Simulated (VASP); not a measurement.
Wanted: the native input for a VASP 6.6.1 run.

```yaml
Task: single point
Functional: PBEsol
Potentials_or_basis: VASP PAW PBE potentials, release 64 (Pt, Se)
Cutoff: 520 eV
k_mesh: 12 × 12 × 10
Occupations: gaussian, width 0.15 eV
Spin: no spin polarisation
Dipole_correction: no
Further_INCAR_settings: ALGO = Normal; EDIFF = 1e-06; NBANDS = 18
```

The structure of PtSe2 lies in POSCAR:

```
PtSe2
1.0
    3.4260805562      0.0000000000      0.0000000000
   -1.7130402781      2.9670727971      0.0000000000
    0.0000000000      0.0000000000      5.4669600000
Pt Se
1 2
Direct
    0.0000000000      0.0000000000      0.0000000000
    0.3333333333      0.6666666667      0.2500000000
    0.6666666667      0.3333333333      0.7500000000
```

This cell differs from its parent crystal: strain -0.080 along x and y, +0.080 along z.

These files were run (other wordings do the same):

INCAR

```
ALGO = Normal ; EDIFF = 1E-6
ENCUT = 520 ; GGA = PS
ISIF = 2 ; ISMEAR = 0
LASPH = True ; LCHARG = False
LREAL = False ; LWAVE = False
NBANDS = 18 ; NELM = 80
PREC = Accurate ; SIGMA = 0.15
```

KPOINTS

```
k-points
0
Gamma
  12 12 10
```

Potentials or basis: VASP PAW PBE potentials, release 64 (Pt, Se).

Run with:

```bash
$ cat potpaw_PBE.64/Pt/POTCAR potpaw_PBE.64/Se/POTCAR > POTCAR
$ mpirun -np 1 vasp_std > vasp.out
```

Results of the run:

* Pressure: 23.9 GPa
* Largest force: 1.426 eV/Å
* Band gap on the k mesh: 0.17 eV, indirect (least direct gap 0.47 eV)

Caveat: the cell differs from its parent crystal (strain -0.080 along x and y, +0.080 along z); the PAW data sets were made with another functional, which shifts forces and pressure a little; spin-orbit coupling is left out, which moves the levels of the heavy elements.

Run time: 110 s on 1 thread of Intel(R) Xeon(R) Platinum 8375C CPU @ 2.90GHz (Ice Lake) (shared host), peak memory 0.3 GiB.
